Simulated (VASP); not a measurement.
Crystal: Hg.

```xyz
2
Lattice="2.9929 0.0000 0.5031 0.0000 5.4873 0.0000 -1.0450 0.0000 2.8493" Properties=species:S:1:pos:R:3 pbc="T T T"
Hg    1.4603    1.3718    2.5152
Hg    0.4876    4.1155    0.8372
```

Base run:

```yaml
Program: VASP 6.6.1
Functional: PBE
Potentials_or_basis: VASP PAW PBE potentials, release 64 (Hg)
Cutoff: 520 eV
k_mesh: 8 × 6 × 8
Occupations: fermi-dirac, width 0.02 eV
Spin: no spin polarisation
```

Its results: band gap on the k mesh zero (bands 12 and 13 overlap by 2.61 eV); pressure 3.4 GPa.

The run is repeated on the same cell with these changes: functional from PBE to r2SCAN; further incar settings from ALGO = Normal; EDIFF = 1e-06; NBANDS = 19 to ALGO = Normal; EDIFF = 1e-07; NBANDS = 19. What comes out?

Band gap on the k mesh zero (bands 12 and 13 overlap by 2.51 eV); pressure 1.9 GPa.

Caveats: spin-orbit coupling is left out, which moves the levels of the heavy elements; the cell stands under pressure (at least some runs); the PAW data sets were made with another functional, which shifts forces and pressure a little (at least some runs).
